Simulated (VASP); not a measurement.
A run of VASP 6.6.1:

Contents of INCAR:

```
SYSTEM = SnSe
ALGO = Normal
EDIFF = 1E-6
ENCUT = 520
ISIF = 2
ISMEAR = 0
LASPH = .True.
LCHARG = .True.
LELF = .True.
LREAL = .False.
LVHAR = .True.
LWAVE = .False.
NBANDS = 17
NELM = 60
PREC = Accurate
SIGMA = 0.05
```

KPOINTS

```
k-points
0
Gamma
  8 8 8
  0 0 0
```

The input POSCAR:

```
SnSe
1.0
    0.0000000000      2.9319145312      2.9466477701
    2.9613810090      0.0000000000      2.9466477701
    2.9613810090      2.9319145312      0.0000000000
Sn Se
1 1
Direct
    0.0000000000      0.0000000000      0.0000000000
    0.5000000000      0.5000000000      0.5000000000
```

Potentials or basis: VASP PAW LDA potentials, release 64 (Sn_d, Se).

Command:

```bash
$ cat potpaw_LDA.64/Sn_d/POTCAR potpaw_LDA.64/Se/POTCAR > POTCAR
$ mpirun -np 1 vasp_std > vasp.out
```

Hardware: 1 thread of Intel Xeon 8259CL, on a shared host.

Question: Estimate the wall time of this run.

Answer: Run time: 88 s on 1 thread of Intel Xeon 8259CL, with other jobs on the host, peak memory 0.21 GiB. Counts: scf iterations 11, k points 95.
